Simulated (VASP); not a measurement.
**SiO2: single point with r2SCAN**

The system is SiO2.

```
Si O
1.0
     4.22704    0.00000    0.00000
     0.00000    4.22704    0.00000
     0.00000    0.00000    2.65550
Si O
2 4
Direct
  0.00000 0.00000 0.00000
  0.50000 0.50000 0.50000
  0.30725 0.30725 0.00000
  0.19275 0.80725 0.50000
  0.80725 0.19275 0.50000
  0.69275 0.69275 0.00000
```

This cell differs from its parent crystal: epitaxial xy strain +1.0%.

```json
{
  "Program": "VASP 6.6.1",
  "Task": "single point",
  "Functional": "r2SCAN",
  "Potentials or basis": "VASP PAW PBE potentials, release 64 (Si, O)",
  "Cutoff": "520 eV",
  "k mesh": "6 × 6 × 10",
  "Occupations": "gaussian, width 0.01 eV",
  "Spin": "no spin polarisation",
  "Dipole correction": "no",
  "Further INCAR settings": "ALGO = Normal; EDIFF = 1e-06; NBANDS = 25"
}
```

The pressure is -3.0 GPa. The largest force is 0.027 eV/Å. The band gap on the k mesh is 6.34 eV.

Forces in eV/Å, atoms in the order of the input:
```
Si   0.000  0.000  0.000
Si   0.000  0.000  0.000
O   -0.019 -0.019  0.000
O    0.019 -0.019  0.000
O   -0.019  0.019  0.000
O    0.019  0.019  0.000
```

Stress tensor (GPa, compression positive):
```
-5.10  0.00  0.00
 0.00 -5.10  0.00
 0.00  0.00  1.08
```

Levels at points of the mesh, in eV from the valence-band top:
```
           k point  band 13  band 14  band 15  band 16  band 17  band 18  band 19  band 20
(0.00, 0.00, 0.00)    -2.48    -0.87    -0.87     0.00     6.34     7.79     9.59     9.59
(0.50, 0.00, 0.00)    -2.64    -2.64    -1.08    -1.08     8.63     8.63    10.15    10.15
(0.50, 0.50, 0.00)    -2.55    -2.55    -2.30    -2.30     8.32     8.32    11.07    11.07
(0.00, 0.00, 0.50)    -2.96    -2.96    -2.67    -2.67     9.94     9.94    13.47    13.47
(0.50, 0.00, 0.50)    -2.29    -2.29    -1.75    -1.75     9.67     9.67    10.59    10.59
(0.50, 0.50, 0.50)    -1.81    -1.81    -1.55    -1.55     8.02     8.02    11.78    11.78
```

It took 61 s on 1 thread of Intel(R) Xeon(R) 6975P-C (Granite Rapids), on a shared host, peak memory 0.19 GiB.

Caveat: the cell differs from its parent crystal (epitaxial xy strain +1.0%); the cell stands under tension; the PAW data sets were made with another functional, which shifts forces and pressure a little. A k mesh can miss the band edges.
